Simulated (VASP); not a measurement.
Input of a VASP 6.6.1 run:

INCAR

```
ALGO = Normal
EDIFF = 1E-6
ENCUT = 520
GGA = PS
ISIF = 2
ISMEAR = 0
LASPH = True
LCHARG = False
LREAL = Auto
LWAVE = False
NBANDS = 49
NELECT = 64.0
NELM = 100
PREC = Accurate
SIGMA = 0.05
```

Contents of KPOINTS:

```
k-points
0
Gamma
  6 6 4
```

File POSCAR:

```
Mg3H3O4
1.0
    4.5975141488     -2.6543760314      0.0000000000
    0.0000000000      5.3087520628      0.0000000000
    0.0000000000      0.0000000000      7.2844478007
Mg H O
6 6 8
Direct
    0.2989393737      0.3333334251      0.8167792759
    0.0343940214      0.7010607431      0.8167792759
    0.6666665726      0.9656059862      0.8167792759
    0.0343940214      0.3333332665      0.1832207515
    0.6666665726      0.7010605745      0.1832207515
    0.2989393737      0.9656059367      0.1832207515
   -0.0345129987      0.3333334280      0.5644293312
    0.6666665726      0.6321536081      0.5644293312
    0.3678463938      1.0345131183      0.5644293312
    0.3678463938      0.3333334520      0.4355706962
   -0.0345129987      0.6321537498      0.4355706962
    0.6666665726      1.0345129526      0.4355706962
    0.6666665726      0.6411647655      0.6976921435
    0.3588352198      1.0255019527      0.6976921435
    0.3588352198      0.3333334437      0.3023078839
   -0.0255018247      0.6411649155      0.3023078839
    0.6666665726      1.0255017953      0.3023078839
    0.9744981429      0.3333332377     -0.3023078839
    0.3333333950      0.6666666916      0.0000000000
    0.0000000000      0.0000000000      0.0000000000
```

Potentials or basis: VASP PAW PBE potentials, release 64 (Mg, H, O).

Command:

```sh
$ cat potpaw_PBE.64/Mg/POTCAR potpaw_PBE.64/H/POTCAR potpaw_PBE.64/O/POTCAR > POTCAR
$ mpirun -np 1 vasp_std > vasp.out
```

(1) What does it give for the largest force?

## Answers

(1) 0.140 eV/Å.

Caveat: the cell carries a net charge on a neutralising background, which shifts energy and pressure; the PAW data sets were made with another functional, which shifts forces and pressure a little.
